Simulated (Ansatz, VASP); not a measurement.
## Two plane-wave programs on Sn

```
CELL_PARAMETERS angstrom
4.62822 0.00000 0.00000
-2.31411 4.00816 0.00000
0.00000 0.00000 7.62450
ATOMIC_POSITIONS crystal
Sn 0.66667 0.33333 0.06291
Sn 0.33333 0.66667 0.56291
Sn 0.66667 0.33333 0.43709
Sn 0.33333 0.66667 0.93709
```

Alike in both runs: functional r2SCAN; k mesh 12 × 12 × 6; occupations gaussian, width 0.1 eV; no spin polarisation.

Ansatz relaxed the structure, and its values are those at the end. VASP's run is a single point on that final structure, the one shown.

|  | VASP | Ansatz |
| --- | --- | --- |
| version | VASP 6.6.1 | Ansatz 0.2.0 |
| potentials or method | VASP PAW PBE potentials, release 64 (Sn_d), cutoff 550 eV | scalar-relativistic, plane waves, PAW |
| valence electrons in the cell | 56 | 56 |

|  | VASP | Ansatz | Ansatz less VASP |
| --- | --- | --- | --- |
| pressure (GPa) | 0.0 | 0.0 | +0.02 |

VASP's potentials were made for PBE, not for r2SCAN. With one functional, cell and mesh, what is left measures potentials, basis and numerics.
